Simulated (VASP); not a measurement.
Runs of VASP 6.6.1 on SnPbSe2. The structure is that of space group R-3m (No. 166), or close to it. The cells are those of the table. 

| cell | gap on the mesh (eV) | pressure (GPa) | largest force (eV/Å) |
| --- | --- | --- | --- |
| a = 7.497 Å, angles 33.6°, 4 atoms | 0.13 | -3.9 | 0.01 |
| a = 7.422 Å, angles 33.6°, 4 atoms | 0.24 | (b) | - |
| a = 7.346 Å, angles 33.6°, 4 atoms | (c) | -0.9 | 0.01 |
| a = 7.643 Å, angles 33.6°, 4 atoms | 0.03 | -5.8 | 0.03 |
| a = 7.571 Å, angles 33.6°, 4 atoms | 0.03 | (a) | 0.02 |

Alike in all rows: task single point; level LDA; potentials or basis VASP PAW LDA potentials, release 64 (Sn_d, Pb_d, Se); no spin polarisation; k mesh 6 × 6 × 6; cutoff (eV) 520; smearing gaussian 0.01 eV.

Question: Fill in the values left out.

Answer: (a) -5.0; (b) -2.5; (c) 0.36.

Caveats: spin-orbit coupling is left out, which moves the levels of the heavy elements.

A k mesh can miss the band edges, and the runs leave out spin-orbit coupling on Pb, Se, Sn.
